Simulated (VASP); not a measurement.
## Zn6O: single point with PBE

The system is Zn6O.

```
CELL_PARAMETERS angstrom
5.07577 0.00000 0.00000
-2.53789 4.39575 0.00000
0.00000 0.00000 8.98871
ATOMIC_POSITIONS crystal
Zn 0.96928 0.65961 0.38197
Zn 0.34039 0.03072 0.11803
Zn 0.69033 0.03072 0.38197
Zn 0.96928 0.30967 0.11803
Zn 0.34039 0.30967 0.38197
Zn 0.69033 0.65961 0.11803
Zn 0.65961 0.69033 0.61803
Zn 0.03072 0.69033 0.88197
Zn 0.30967 0.34039 0.88197
Zn 0.03072 0.34039 0.61803
Zn 0.30967 0.96928 0.61803
Zn 0.65961 0.96928 0.88197
O 0.33333 0.66667 0.25000
O 0.66667 0.33333 0.75000
```

| Item | Value |
| --- | --- |
| Program | VASP 6.6.1 |
| Task | single point |
| Functional | PBE |
| Potentials or basis | VASP PAW PBE potentials, release 64 (Zn, O) |
| Cutoff | 520 eV |
| k mesh | 4 × 4 × 2 |
| Occupations | gaussian, width 0.2 eV |
| Spin | no spin polarisation |
| Dipole correction | no |
| Further INCAR settings | ALGO = Normal; EDIFF = 1e-07; NBANDS = 91 |

- Pressure: 0.6 GPa
- Largest force: 0.030 eV/Å
- Band gap on the k mesh: zero (band 78 reaches 3.32 eV, above the bottom of band 79 at 2.90 eV)

Forces in eV/Å, atoms in the order of the input:
```
Zn  -0.019 -0.005  0.023
Zn  -0.005  0.019 -0.023
Zn   0.005  0.019  0.023
Zn  -0.014 -0.014 -0.023
Zn   0.014 -0.014  0.023
Zn   0.019 -0.005 -0.023
Zn  -0.014  0.014 -0.023
Zn   0.014  0.014  0.023
Zn  -0.019  0.005  0.023
Zn   0.019  0.005 -0.023
Zn  -0.005 -0.019 -0.023
Zn   0.005 -0.019  0.023
O    0.000  0.000  0.000
O    0.000  0.000  0.000
```

Stress tensor (GPa, compression positive):
```
0.84 0.00 0.00
0.00 0.84 0.00
0.00 0.00 0.28
```

Levels at points of the mesh, in eV from the Fermi level:
```tsv
k point	band 76	band 77	band 78	band 79	band 80	band 81
(0.00, 0.00, 0.00)	-0.46	-0.46	-0.31	-0.03	0.12	0.12
(0.50, 0.00, 0.00)	-1.22	-1.15	-0.97	-0.25	1.05	1.09
(0.00, 0.00, 0.50)	-1.10	-0.54	-0.54	0.73	0.73	0.73
(0.50, 0.00, 0.50)	-1.43	-1.30	-1.30	0.32	0.32	1.82
```

It took 5.3 min on 1 thread of Intel(R) Xeon(R) Platinum 8488C (Sapphire Rapids), on a shared host, peak memory 0.36 GiB.
